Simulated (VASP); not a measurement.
# CdI2 (P-3m1) in VASP: further runs, part 2 of 3

VASP 6.6.1. The steps go on from the part before.

## Step 3: Electric field gradients, PBEsol (37.09 Å³/atom)

This run uses another cell than the first one, of 37.09 Å³/atom.

Input file INCAR:

```
SYSTEM = CdI2
  PREC = Accurate
  ENCUT = 400
  EDIFF = 1E-8
  ISMEAR = -1
  SIGMA = 0.03
  LREAL = .FALSE.
  LASPH = .TRUE.
  NELM = 120
  ALGO = Normal
  ISIF = 2
  LWAVE = .FALSE.
  LCHARG = .FALSE.
  GGA = PS
  LEFG = .TRUE.
  NBANDS = 20
  GGA_COMPAT = .FALSE.
```

Input file KPOINTS:

```
regular mesh
0
G
  8 8 5
  0 0 0
```

Input file POSCAR:

```
CdI2
1.0
    4.2998477142      0.0000000000      0.0000000000
   -2.1499238570      3.7237773528      0.0000000000
    0.0000000000      0.0000000000      6.9492603508
Cd I
1 2
Direct
    0.0000000000      0.0000000000      0.0000000000
    0.3333333333      0.6666666667      0.2492000000
    0.6666666667      0.3333333333      0.7508000000
```

Potentials or basis: VASP PAW PBE potentials, release 64 (Cd, I).

Started as:

```
> cat potpaw_PBE.64/Cd/POTCAR potpaw_PBE.64/I/POTCAR > POTCAR
> mpirun -np 1 vasp_std > vasp.out
```

OUTCAR:

```text
SYSTEM = CdI2
   PREC = Accurate
   ENCUT = 400
   EDIFF = 1E-8
   ISMEAR = -1
   LREAL = .FALSE.
   LASPH = .TRUE.
   NELM = 120
   ISIF = 2
   GGA = PS

 ion  position               nearest neighbor table
   1  0.000  0.000  0.000-   2 3.03   3 3.03   2 3.03   3 3.03   3 3.03   2 3.03
   2  0.333  0.667  0.249-   1 3.03   1 3.03   1 3.03
   3  0.667  0.333  0.751-   1 3.03   1 3.03   1 3.03

  LATTYP: Found a hexagonal cell.
 ALAT       =     4.2998477142
 C/A-ratio  =     1.6161642953

  Lattice vectors:

 A1 = (   4.2998477142,   0.0000000000,   0.0000000000)
 A2 = (  -2.1499238570,   3.7237773528,   0.0000000000)
 A3 = (   0.0000000000,   0.0000000000,   6.9492603508)

Analysis of symmetry for initial positions (statically):
=====================================================================
 Subroutine PRICEL returns:
 Original cell was already a primitive cell.

 Routine SETGRP: Setting up the symmetry group for a
 hexagonal supercell.

 Subroutine GETGRP returns: Found 12 space group operations
 (whereof 12 operations were pure point group operations)
 out of a pool of 24 trial point group operations.

The static configuration has the point symmetry D_3d.

Analysis of symmetry for dynamics (positions and initial velocities):
=====================================================================
 Subroutine PRICEL returns:
 Original cell was already a primitive cell.

 Routine SETGRP: Setting up the symmetry group for a
 hexagonal supercell.

 Subroutine GETGRP returns: Found 12 space group operations
 (whereof 12 operations were pure point group operations)
 out of a pool of 24 trial point group operations.

The dynamic configuration has the point symmetry D_3d.

 Subroutine INISYM returns: Found 12 space group operations
 (whereof 12 operations are pure point group operations),
 and found     1 'primitive' translations

----------------------------------------------------------------------------------------

                                     Primitive cell

  volume of cell :     111.2693

  direct lattice vectors                    reciprocal lattice vectors
     4.299847714  0.000000000  0.000000000     0.232566376  0.134272260  0.000000000
    -2.149923857  3.723777353  0.000000000     0.000000000  0.268544520  0.000000000
     0.000000000  0.000000000  6.949260351     0.000000000  0.000000000  0.143900207

  length of vectors
     4.299847714  4.299847714  6.949260351     0.268544520  0.268544520  0.143900207

  position of ions in fractional coordinates (direct lattice)
     0.000000000  0.000000000  0.000000000
     0.333333333  0.666666667  0.249200000
     0.666666667  0.333333333  0.750800000

  ion indices of the primitive-cell ions
   primitive index   ion index
                 1           1
                 2           2
[... 78 lines left out ...]
   NFREE  =      0    steps in history (QN), initial steepest desc. (CG)
   ISIF   =      2    stress and relaxation
   ISYM   =      2    0-nonsym 1-usesym 2-fastsym
   POTIM  = 0.5000    time-step for ionic-motion
   TEBEG  =    0.0;   TEEND  =   0.0 temperature during run
   PSTRESS=    0.0 pullay stress
   NELECT =      26.0000    total number of electrons
   NUPDOWN=      -1.0000    fix difference up-down
   EMIN   =  10.00;   EMAX   =-10.00  energy-range for DOS
   EFERMI =   0.00;   METHOD = LEGACY
   ISMEAR =    -1;   SIGMA  =   0.03  broadening in eV -4-tet -1-fermi 0-gaus
   EFERMI_NEDOS =   21; number of points for ismear=-14 and -15
   IALGO  =     38    algorithm
   IMIX   =      4    mixing-type and parameters
     AMIX     =   0.40;   BMIX     =  1.00
     AMIX_MAG =   1.60;   BMIX_MAG =  1.00
  volume/ion in A,a.u.               =      37.09       250.29
  Fermi-wavevector in a.u.,A,eV,Ry     =   1.008341  1.905488 13.833749  1.016752
  Thomas-Fermi vector in A             =   2.141202
   LORBIT       =      0    0 simple, 1 ext, 2 COOP (PROOUT), +10 PAW based schemes
   GGA     = PS    functional components
   LHFCALC =     F    Hartree Fock is set to
   AEXX    =    0.0000 exact exchange contribution
   IVDW    =     0    specifies the selected vdW correction
   LEPSILON=     F    determine dielectric tensor
   LRPA    =     F    only Hartree local field effects (RPA)
 non-spin polarized calculation
  energy-cutoff  :      400.00
  volume of cell :      111.27
 maximum number of plane-waves:      2039
   NGX = 13   NGY = 13   NGZ = 23

 number of electron      25.9999993 magnetization

 Free energy of the ion-electron system (eV)
  ---------------------------------------------------
  ext. energy  EPLUGINS =         0.00000000
  ---------------------------------------------------
  free energy    TOTEN  =        -6.35018763 eV

  energy without entropy =       -6.35018763  energy(sigma->0) =       -6.35018763

 E-fermi :   2.1947     XC(G=0):  -8.5807

 val. band max:        1.5481161693   @ k =   0.1250   0.0000   0.2000
 cond. band min:       3.7799251289   @ k =   0.0000   0.0000   0.0000
 fundamental gap:      2.2318089595
 Fermi energy:         2.1946678556

 k-point     1 :       0.0000    0.0000    0.0000
  band No.  band energies     occupation
      1     -10.4416      2.00000
      2      -9.7998      2.00000
      3      -5.9307      2.00000
      4      -5.9307      2.00000
      5      -5.8237      2.00000
      6      -5.7497      2.00000
[... 541 lines left out ...]
     19       9.1844      0.00000
     20      10.4205      0.00000

 [... further k-points ...]

------------------------ aborting loop because EDIFF is reached ----------------------------------------

  FORCE on cell =-STRESS in cart. coord.  units (eV):
  Direction    XX          YY          ZZ          XY          YZ          ZX
  --------------------------------------------------------------------------------------
  -------------------------------------------------------------------------------------
  Total       -1.1908759     -1.1908759     -1.0450834     -0.0000000      0.0000000      0.0000000
  in kB      -17.1475357    -17.1475357    -15.0482554     -0.0000000      0.0000000      0.0000000
  external PRESSURE =     -16.4477756 kB  Pullay stress =       0.0000000 kB

 VOLUME and BASIS-vectors are now :
 -----------------------------------------------------------------------------
  energy-cutoff  :      400.00
  volume of cell :      111.27
      direct lattice vectors                 reciprocal lattice vectors
     4.299847714  0.000000000  0.000000000     0.232566376  0.134272260  0.000000000
    -2.149923857  3.723777353  0.000000000     0.000000000  0.268544520  0.000000000
     0.000000000  0.000000000  6.949260351     0.000000000  0.000000000  0.143900207

 POSITION                                       TOTAL-FORCE (eV/Angst)
 -----------------------------------------------------------------------------------
      0.00000      0.00000      0.00000         0.000000      0.000000      0.000000
     -0.00000      2.48252      1.73176        -0.000000      0.000000     -0.271833
      2.14992      1.24126      5.21750         0.000000     -0.000000      0.271833
 -----------------------------------------------------------------------------------
    total drift:                               -0.000000      0.000000      0.000000

  FREE ENERGIE OF THE ION-ELECTRON SYSTEM (eV)
  ---------------------------------------------------
  free  energy   TOTEN  =        -6.3501876258 eV

  energy  without entropy=       -6.3501876258  energy(sigma->0) =       -6.35018763

 Electric field gradients (V/A^2)
---------------------------------------------------------------------
 ion       V_xx      V_yy      V_zz      V_xy      V_xz      V_yz
---------------------------------------------------------------------
   1      -0.903    -0.902     1.806     0.001    -0.000     0.000
   2      27.675    27.675   -55.351     0.000     0.000    -0.000
   3      27.675    27.675   -55.351     0.000     0.000    -0.000
---------------------------------------------------------------------

 Electric field gradients after diagonalization (V/A^2)
 (convention: |V_zz| > |V_xx| > |V_yy|)
----------------------------------------------------------------------
 ion       V_xx      V_yy      V_zz     asymmetry (V_yy - V_xx)/ V_zz
----------------------------------------------------------------------
   1      -0.904    -0.901     1.806       0.002
   2      27.675    27.675   -55.351       0.000
   3      27.675    27.675   -55.351       0.000
----------------------------------------------------------------------

           NMR quadrupolar parameters

 Cq : quadrupolar parameter    Cq=e*Q*V_zz/h
 eta: asymmetry parameters     (V_yy - V_xx)/ V_zz
 Q  : nuclear electric quadrupole moment in mb (millibarn)
----------------------------------------------------------------------
 ion       Cq(MHz)       eta       Q (mb)
----------------------------------------------------------------------
   1       0.004       0.002       1.000
   2      -0.134       0.000       1.000
   3      -0.134       0.000       1.000
----------------------------------------------------------------------
```

Wall time 72 s (1 thread of Intel Xeon 8259CL, shared host); peak memory 0.21 GiB.

What came out:

| Item | Value |
| --- | --- |
| Free energy | -6.3502 eV |
| Pressure | -1.6 GPa |
| Largest force | 0.272 eV/Å |
| Band gap on the k mesh | 2.23 eV (least direct gap 2.36 eV) |
| Largest electric field gradient by atom | Cd +1.8; I -55.4 V/Å² |

Forces in eV/Å, atoms in the order of the input:
```
Cd   0.000  0.000  0.000
I    0.000  0.000 -0.272
I    0.000  0.000  0.272
```

Stress tensor (GPa, compression positive):
```
-1.71  0.00  0.00
 0.00 -1.71  0.00
 0.00  0.00 -1.50
```

Electric field gradients, principal values (V/Å²):
```csv
atom,least,middle,greatest (by size)
1 Cd,-0.901,-0.904,1.806
2 I,27.675,27.675,-55.351
3 I,27.675,27.675,-55.351
```

Caveat: without QUAD_EFG the Cq values of the log hold for a quadrupole moment of 1 mb, not for the nuclei; the PAW data sets were made with another functional, which shifts forces and pressure a little; spin-orbit coupling is left out, which moves the levels of the heavy elements; an odd mesh through Γ misses points on the zone boundary, where band edges can lie; this functional lacks dispersion, which binds the layers, so the pressure and a relaxed spacing across them are unreliable.

[end of part 2 of 3]
